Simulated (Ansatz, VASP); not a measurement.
# Mg2Te3O in VASP and in Ansatz

```
Mg Te O
1.0
     6.07491    0.00000    0.00000
    -3.03746    5.26103    0.00000
     0.00000    0.00000    4.26683
Mg Te O
2 3 1
Cartesian
  3.0375 1.7537 4.1095
  0.0000 3.5074 4.1095
  1.5187 2.6305 1.9607
  3.0375 0.0000 1.9607
  -1.5187 2.6305 1.9607
  0.0000 0.0000 3.7924
```

Change from the starting cell: species swapped into the ErCo3Ge2 type (P6mm, No. 183).

Alike in both runs: task relaxation of cell and atoms; functional PBE; k mesh 3 × 3 × 4; occupations gaussian, width 0.1 eV; no spin polarisation.

|  | VASP | Ansatz |
| --- | --- | --- |
| version | VASP 6.6.1 | Ansatz 0.2.0 |
| potentials or method | VASP PAW PBE potentials, release 64 (Mg, Te, O), cutoff 600 eV | scalar-relativistic, plane waves, PAW |
| valence electrons in the cell | 28 | 74 |

```tsv
	VASP	Ansatz	Ansatz less VASP
gap on the k mesh at the Fermi level, each at its own relaxed structure (eV)	none	none	-
relaxed volume (Å³/atom)	29.01	29.17	+0.162
relaxed cell length with the largest relative difference (Å)	6.838	6.862	+0.0239
```

A gap of «none» marks a metal or a gap that the smearing closes. VASP's potentials hold 28 valence electrons a cell and Ansatz's 74, so a difference there can come from the potentials and not from the codes.

The k mesh is coarse, so the values compare programs but aren't converged. Spin-orbit coupling is off throughout. Noted on VASP's run: the volume moved by over 15 % at a fixed basis, so the end points are rough.
